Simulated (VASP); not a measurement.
# CaS (Fm-3m) in VASP: notebook

CaS is run at these levels: LDA, revPBE; tasks: elastic constants.

All numbers are computed with VASP 6.6.1; they aren't measurements. Logs are shortened: lines on timing, memory, paths and dates and some standing lists are left out, and cuts for length are marked.

## (1) The cell of the first run

It takes space group Fm-3m (No. 225, cubic). The conventional cell has a = 5.564 Å, b = 5.564 Å, c = 5.564 Å, α = 90.00°, β = 90.00°, γ = 90.00°. Ca (site symmetry m-3m) has 6 S at 2.78 Å within 3.7 Å. S (site symmetry m-3m) has 6 Ca at 2.78 Å within 3.7 Å.

## (2) Elastic constants, LDA

Contents of INCAR:

```
SYSTEM = CaS
  PREC = Accurate
  ENCUT = 500
  EDIFF = 1E-8
  ISMEAR = 0
  SIGMA = 0.01
  LREAL = .False.
  LASPH = .True.
  NELM = 120
  ALGO = Normal
  ISIF = 3
  LWAVE = .False.
  LCHARG = .True.
  IBRION = 6
  NFREE = 2
  POTIM = 0.015
  NSW = 1
  GGA_COMPAT = .False.
```

Contents of KPOINTS:

```
regular mesh
0
Gamma
  6 6 6
  0 0 0
```

Contents of POSCAR:

```
CaS
1.0
    0.0000000000      2.7822162235      2.7822162235
    2.7822162235      0.0000000000      2.7822162235
    2.7822162235      2.7822162235      0.0000000000
Ca S
1 1
Direct
    0.0000000000      0.0000000000      0.0000000000
    0.5000000000      0.5000000000      0.5000000000
```

Potentials or basis: VASP PAW LDA potentials, release 64 (Ca_sv, S).

On the command line:

```console
$ cat potpaw_LDA.64/Ca_sv/POTCAR potpaw_LDA.64/S/POTCAR > POTCAR
$ mpirun -np 1 vasp_std > vasp.out
```

OUTCAR:

```text
SYSTEM = CaS
   PREC = Accurate
   ENCUT = 500
   EDIFF = 1E-8
   ISMEAR = 0
   LREAL = .False.
   LASPH = .True.
   NELM = 120
   ISIF = 3
   IBRION = 6
   NFREE = 2
   POTIM = 0.015
   NSW = 1

 ion  position               nearest neighbor table
   1  0.000  0.000  0.000-   2 2.78   2 2.78   2 2.78   2 2.78   2 2.78   2 2.78
   2  0.500  0.500  0.500-   1 2.78   1 2.78   1 2.78   1 2.78   1 2.78   1 2.78

  LATTYP: Found a face centered cubic cell.
 ALAT       =     5.5644324470

  Lattice vectors:

 A1 = (   0.0000000000,   2.7822162235,   2.7822162235)
 A2 = (   2.7822162235,   0.0000000000,   2.7822162235)
 A3 = (   2.7822162235,   2.7822162235,   0.0000000000)

Analysis of symmetry for initial positions (statically):
=====================================================================
 Subroutine PRICEL returns:
 Original cell was already a primitive cell.

 Routine SETGRP: Setting up the symmetry group for a
 face centered cubic supercell.

 Subroutine GETGRP returns: Found 48 space group operations
 (whereof 48 operations were pure point group operations)
 out of a pool of 48 trial point group operations.

The static configuration has the point symmetry O_h .

Analysis of symmetry for dynamics (positions and initial velocities):
=====================================================================
 Subroutine PRICEL returns:
 Original cell was already a primitive cell.

 Routine SETGRP: Setting up the symmetry group for a
 face centered cubic supercell.

 Subroutine GETGRP returns: Found 48 space group operations
 (whereof 48 operations were pure point group operations)
 out of a pool of 48 trial point group operations.

The dynamic configuration has the point symmetry O_h .

 Subroutine INISYM returns: Found 48 space group operations
 (whereof 48 operations are pure point group operations),
 and found     1 'primitive' translations

----------------------------------------------------------------------------------------

                                     Primitive cell

  volume of cell :      43.0728

  direct lattice vectors                    reciprocal lattice vectors
     0.000000000  2.782216223  2.782216223    -0.179712848  0.179712848  0.179712848
     2.782216223  0.000000000  2.782216223     0.179712848 -0.179712848  0.179712848
     2.782216223  2.782216223  0.000000000     0.179712848  0.179712848 -0.179712848

  length of vectors
     3.934647917  3.934647917  3.934647917     0.311271783  0.311271783  0.311271783

  position of ions in fractional coordinates (direct lattice)
     0.000000000  0.000000000  0.000000000
     0.500000000  0.500000000  0.500000000

  ion indices of the primitive-cell ions
   primitive index   ion index
                 1           1
                 2           2

----------------------------------------------------------------------------------------

 KPOINTS: regular mesh

Automatic generation of k-mesh.
 Grid dimensions read from file:
 generate k-points for:    6    6    6

 Generating k-lattice:

  Cartesian coordinates                     Fractional coordinates (reciprocal lattice)
    -0.029952141  0.029952141  0.029952141     0.166666667  0.000000000  0.000000000
     0.029952141 -0.029952141  0.029952141     0.000000000  0.166666667  0.000000000
     0.029952141  0.029952141 -0.029952141     0.000000000  0.000000000  0.166666667

  Length of vectors
     0.051878630  0.051878630  0.051878630

  Shift w.r.t. Gamma in fractional coordinates (k-lattice)
     0.000000000  0.000000000  0.000000000

 Subroutine IBZKPT returns following result:
 ===========================================

 Found     16 irreducible k-points:

 Following reciprocal coordinates:
            Coordinates               Weight
  0.000000  0.000000  0.000000      1.000000
  0.166667  0.000000  0.000000      8.000000
  0.333333  0.000000  0.000000      8.000000
  0.500000  0.000000  0.000000      4.000000
  0.166667  0.166667  0.000000      6.000000
  0.333333  0.166667  0.000000     24.000000
[... 8 lines left out ...]
 -0.333333  0.333333  0.166667     24.000000
 -0.333333  0.500000  0.166667     12.000000
   k-points           NKPTS =     16   k-points in BZ     NKDIM =     16   number of bands    NBANDS=     12
   number of dos      NEDOS =    301   number of ions     NIONS =      2
   total plane-waves  NPLWV =  27000
   dimension x,y,z NGX =    30 NGY =   30 NGZ =   30
   dimension x,y,z NGXF=    60 NGYF=   60 NGZF=   60
   ions per type =               1   1
[... 68 lines left out ...]
  --------------------------------------------------------------------------------------
  -------------------------------------------------------------------------------------
  Total        0.0692657      0.0692657      0.0692657      0.0000000      0.0000000     -0.0000000
  in kB        2.5764772      2.5764772      2.5764772      0.0000000      0.0000000     -0.0000000
  external PRESSURE =       2.5764772 kB  Pullay stress =       0.0000000 kB
[... 89 lines left out ...]
  FREE ENERGIE OF THE ION-ELECTRON SYSTEM (eV)
  ---------------------------------------------------
  free  energy   TOTEN  =       -11.4263703756 eV

  energy  without entropy=      -11.4263703756  energy(sigma->0) =      -11.42637038

 E-fermi :   3.2965     XC(G=0): -10.0633

 val. band max:        3.2178570012   @ k =   0.0000   0.0000   0.0000
 cond. band min:       5.1120662065   @ k =   0.5000   0.5000   0.0000
 fundamental gap:      1.8942092054
 Fermi energy:         3.2964730265

 k-point     1 :       0.0000    0.0000    0.0000
  band No.  band energies     occupation
      1     -35.2684      2.00000
      2     -16.5574      2.00000
      3     -16.5566      2.00000
      4     -16.5566      2.00000
      5      -8.3876      2.00000
      6       3.1935      2.00000
      7       3.1935      2.00000
      8       3.2179      2.00000
      9       7.0834      0.00000
     10       7.0834      0.00000
     11       7.2036      0.00000
     12       7.5763      0.00000
[... 331 lines left out ...]
 k-point    24 :       0.5000    0.0000    0.3333
  band No.  band energies     occupation
      1     -35.2446      2.00000
      2     -16.7322      2.00000
      3     -16.6470      2.00000
      4     -16.6150      2.00000
      5      -7.5818      2.00000
      6       0.6782      2.00000
      7       1.7191      2.00000
      8       2.1984      2.00000
      9       5.9971      0.00000
     10       9.2641      0.00000
     11       9.8608      0.00000
     12       9.9781      0.00000

 [... further k-points ...]

[... ionic steps 4 to 14 ...]

--------------------------------------- Ionic step       15  -------------------------------------------

 number of electron      15.9999999 magnetization

------------------------ aborting loop because EDIFF is reached ----------------------------------------
[... 67 lines left out ...]
--------------------------------------- Ionic step       17  -------------------------------------------

 number of electron      15.9999998 magnetization

 Free energy of the ion-electron system (eV)
  ---------------------------------------------------
  ext. energy  EPLUGINS =         0.00000000
  ---------------------------------------------------
  free energy    TOTEN  =       -11.43206968 eV

  energy without entropy =      -11.43206968  energy(sigma->0) =      -11.43206968

 E-fermi :   3.1279     XC(G=0):  -9.9974

 val. band max:        3.0817147920   @ k =   0.0000   0.0000   0.0000
 cond. band min:       5.0434720879   @ k =   0.0000   0.5000   0.5000
 fundamental gap:      1.9617572959
 Fermi energy:         3.1278789622

 k-point     1 :       0.0000    0.0000    0.0000
  band No.  band energies     occupation
      1     -35.4342      2.00000
      2     -16.7210      2.00000
      3     -16.7208      2.00000
      4     -16.7208      2.00000
      5      -8.4512      2.00000
      6       3.0816      2.00000
      7       3.0817      2.00000
      8       3.0817      2.00000
      9       7.0144      0.00000
     10       7.0149      0.00000
     11       7.0149      0.00000
     12       7.4153      0.00000
[... 331 lines left out ...]
 k-point    24 :       0.0000   -0.3333    0.3333
  band No.  band energies     occupation
      1     -35.4119      2.00000
      2     -16.8745      2.00000
      3     -16.8457      2.00000
      4     -16.7607      2.00000
      5      -7.5424      2.00000
      6       0.5852      2.00000
      7       1.0493      2.00000
      8       1.8273      2.00000
      9       7.3435      0.00000
     10       9.0391      0.00000
     11       9.2395      0.00000
     12       9.3991      0.00000

 [... further k-points ...]

------------------------ aborting loop because EDIFF is reached ----------------------------------------

  FORCE on cell =-STRESS in cart. coord.  units (eV):
  Direction    XX          YY          ZZ          XY          YZ          ZX
  --------------------------------------------------------------------------------------
  -------------------------------------------------------------------------------------
  Total        0.0747558      0.0686955      0.0686955     -0.0000000      0.0000000      0.0000000
  in kB        2.7806920      2.5552658      2.5552658     -0.0000000      0.0000000      0.0000000
  external PRESSURE =       2.6304079 kB  Pullay stress =       0.0000000 kB
[... 17 lines left out ...]
  FREE ENERGIE OF THE ION-ELECTRON SYSTEM (eV)
  ---------------------------------------------------
  free  energy   TOTEN  =       -11.4320696827 eV

  energy  without entropy=      -11.4320696827  energy(sigma->0) =      -11.43206968

 INTERNAL STRAIN TENSORS FROM STRAINED CELLS
 ============================================

 INTERNAL STRAIN TENSOR FOR ION    1 for displacements in x,y,z  (eV/Angst):
          X           Y           Z          XY          YZ          ZX
  --------------------------------------------------------------------------------
  x     0.00000    -0.00000     0.00000    -0.00000    -0.00000    -0.00000
  y     0.00000    -0.00000    -0.00000    -0.00000    -0.00000    -0.00000
  z    -0.00000     0.00000    -0.00000     0.00000     0.00000    -0.00000

 INTERNAL STRAIN TENSORS FROM DISPLACED ATOMS
 ============================================

 INTERNAL STRAIN TENSOR FOR ION    1 for displacements in x,y,z  (eV/Angst):
          X           Y           Z          XY          YZ          ZX
  --------------------------------------------------------------------------------
  x     0.00000     0.00000     0.00000     0.00000     0.00000     0.00000
  y     0.00000     0.00000     0.00000     0.00000     0.00000     0.00000
  z     0.00000     0.00000     0.00000     0.00000     0.00000     0.00000

 INTERNAL STRAIN TENSOR FOR ION    2 for displacements in x,y,z  (eV/Angst):
          X           Y           Z          XY          YZ          ZX
  --------------------------------------------------------------------------------
  x     0.00000     0.00000     0.00000     0.00000     0.00000     0.00000
  y     0.00000     0.00000     0.00000     0.00000     0.00000     0.00000
  z     0.00000     0.00000     0.00000     0.00000     0.00000     0.00000

 Eigenvectors and eigenvalues of the dynamical matrix
 ----------------------------------------------------

   1 f  =    7.317141 THz    45.974955 2PiTHz  244.073563 cm-1    30.261251 meV
             X         Y         Z           dx          dy          dz
      0.000000  0.000000  0.000000    -0.666474    0.000000    0.000000
      2.782216  2.782216  2.782216     0.745528   -0.000000    0.000000
[... 21 lines left out ...]
   6 f/i=    0.002093 THz     0.013148 2PiTHz    0.069802 cm-1     0.008654 meV
             X         Y         Z           dx          dy          dz
      0.000000  0.000000  0.000000     0.562094   -0.458548    0.172036
      2.782216  2.782216  2.782216     0.502491   -0.409925    0.153794

--------------------------------------------------------------------------------------------------------

 ELASTIC MODULI CONTR FROM IONIC RELAXATION (kBar)
 Direction    XX          YY          ZZ          XY          YZ          ZX
 --------------------------------------------------------------------------------
 XX           0.0000      0.0000      0.0000      0.0000      0.0000      0.0000
 YY           0.0000      0.0000      0.0000      0.0000      0.0000      0.0000
 ZZ           0.0000      0.0000      0.0000      0.0000      0.0000      0.0000
 XY           0.0000      0.0000      0.0000      0.0000      0.0000      0.0000
 YZ           0.0000      0.0000      0.0000      0.0000      0.0000      0.0000
 ZX           0.0000      0.0000      0.0000      0.0000      0.0000      0.0000
 --------------------------------------------------------------------------------

 TOTAL ELASTIC MODULI (kBar)
 Direction    XX          YY          ZZ          XY          YZ          ZX
 --------------------------------------------------------------------------------
 XX        1585.9516    237.6098    237.6098     -0.0000      0.0000      0.0000
 YY         237.6098   1585.9516    237.6098      0.0000     -0.0000      0.0000
 ZZ         237.6098    237.6098   1585.9516      0.0000      0.0000     -0.0000
 XY          -0.0000      0.0000      0.0000    351.5913      0.0000      0.0000
 YZ           0.0000     -0.0000      0.0000      0.0000    351.5913      0.0000
 ZX           0.0000      0.0000     -0.0000      0.0000      0.0000    351.5913
 --------------------------------------------------------------------------------
```

Run time: 7.1 min. Hardware: 1 thread of Intel Xeon 8259CL, shared host; peak memory 0.2 GiB.

What came out:

| Property | Result |
| --- | --- |
| Elastic constants C11, C12, C44 | 159, 24, 35 GPa |
| Voigt bulk modulus | 69 GPa |
| Highest phonon frequency at Γ, LO-TO splitting left out | 244 cm⁻¹ |

Phonon frequencies in cm⁻¹ (negative: imaginary):
```tsv
q point	frequencies
(0.000, 0.000, 0.000)	0 0 0 244 244 244
```

Elastic tensor in Voigt notation (GPa, in the Cartesian axes of the cell as first typed):
```
159  24  24   0   0   0
 24 159  24   0   0   0
 24  24 159   0   0   0
  0   0   0  35   0   0
  0   0   0   0  35   0
  0   0   0   0   0  35
```

Clamped-ion elastic tensor (GPa):
```
159  24  24   0   0   0
 24 159  24   0   0   0
 24  24 159   0   0   0
  0   0   0  35   0   0
  0   0   0   0  35   0
  0   0   0   0   0  35
```

## (3) Elastic constants, LDA

Contents of INCAR:

```
  PREC = Accurate
  ENCUT = 500
  EDIFF = 1E-8
  ISMEAR = 0
  SIGMA = 0.01
  LREAL = F
  LASPH = T
  NELM = 120
  ALGO = Normal
  ISIF = 3
  LWAVE = F
  LCHARG = T
  GGA = CA
  IBRION = 6
  NFREE = 2
  POTIM = 0.015
  NSW = 1
  GGA_COMPAT = F
```

Contents of KPOINTS:

```
regular mesh
0
Gamma
  6 6 6
```

POSCAR is that of step 2.

Potentials or basis: VASP PAW LDA potentials, release 64 (Ca_sv, S).

On the command line:

```console
$ cat potpaw_LDA.64/Ca_sv/POTCAR potpaw_LDA.64/S/POTCAR > POTCAR
$ mpirun -np 1 vasp_std > vasp.out
```

Wall time 7.6 min (1 thread of Intel Xeon 8259CL, shared host); peak memory 0.2 GiB.

It converged, with:

| Quantity | Value |
| --- | --- |
| Elastic constants C11, C12, C44 | 159, 24, 35 GPa |
| Voigt bulk modulus | 69 GPa |
| Highest phonon frequency at Γ, LO-TO splitting left out | 244 cm⁻¹ |

Phonon frequencies in cm⁻¹ (negative: imaginary):
```tsv
q point	frequencies
(0.000, 0.000, 0.000)	0 0 0 244 244 244
```

Elastic tensor in Voigt notation (GPa, in the Cartesian axes of the cell as first typed):
```
159  24  24   0   0   0
 24 159  24   0   0   0
 24  24 159   0   0   0
  0   0   0  35   0   0
  0   0   0   0  35   0
  0   0   0   0   0  35
```

Clamped-ion elastic tensor (GPa):
```
159  24  24   0   0   0
 24 159  24   0   0   0
 24  24 159   0   0   0
  0   0   0  35   0   0
  0   0   0   0  35   0
  0   0   0   0   0  35
```

[end of part 1 of 2]
